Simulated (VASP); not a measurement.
Write the native input for VASP 6.6.1 that does the following.

| Quantity | Value |
| --- | --- |
| Task | single point |
| Functional | PBE |
| Potentials or basis | VASP PAW PBE potentials, release 64 (Al, Cr_pv, C) |
| Cutoff | 520 eV |
| k mesh | 12 × 12 × 4 |
| Occupations | gaussian, width 0.1 eV |
| Spin | no spin polarisation |
| Dipole correction | no |
| Further INCAR settings | ALGO = Normal; EDIFF = 1e-06; NBANDS = 41 |

The structure of AlCr2C lies in POSCAR:

```
AlCr2C
1.0
    2.8418823629      0.0000000000      0.0000000000
   -1.4209411815      2.4611423209      0.0000000000
    0.0000000000      0.0000000000     12.6896372191
Al Cr C
2 4 2
Direct
    0.6666666667      0.3333333333      0.2500000000
    0.3333333333      0.6666666667      0.7500000000
    0.3333333333      0.6666666667      0.4156980498
    0.6666666667      0.3333333333      0.9156980498
    0.6666666667      0.3333333333      0.5843019502
    0.3333333333      0.6666666667      0.0843019502
    0.0000000000      0.0000000000      0.5000000000
    0.0000000000      0.0000000000      0.0000000000
```

The input as run:

INCAR

```
SYSTEM = AlCr2C
ALGO     = Normal         ! electronic algorithm
EDIFF    = 1E-6           ! SCF threshold, eV
ENCUT    = 520            ! plane-wave cutoff, eV
GGA      = PE             ! functional
ISIF     = 2              ! what is computed and relaxed
ISMEAR   = 0              ! smearing method
LASPH    = .True.         ! aspherical terms in the spheres
LCHARG   = .False.        ! write CHGCAR
LREAL    = .False.        ! projectors in reciprocal space
LWAVE    = .False.        ! write WAVECAR
NBANDS   = 41             ! bands
NELM     = 80             ! most SCF steps
PREC     = Accurate       ! precision mode
SIGMA    = 0.1            ! smearing width, eV
```

KPOINTS

```
k-points
0
Gamma
  12 12 4
  0 0 0
```

Potentials or basis: VASP PAW PBE potentials, release 64 (Al, Cr_pv, C).

Run with:

```sh
$ cat potpaw_PBE.64/Al/POTCAR potpaw_PBE.64/Cr_pv/POTCAR potpaw_PBE.64/C/POTCAR > POTCAR
$ mpirun -np 1 vasp_std > vasp.out
```

It gave:

- Pressure: 0.1 GPa
- Largest force: 0.042 eV/Å
- Band gap on the k mesh: zero (band 31 reaches 10.35 eV, above the bottom of band 32 at 9.50 eV)

It took 120 s on 1 thread of AMD EPYC 9R45 96-Core Processor (Zen 5), with other jobs on the host, peak memory 0.3 GiB.
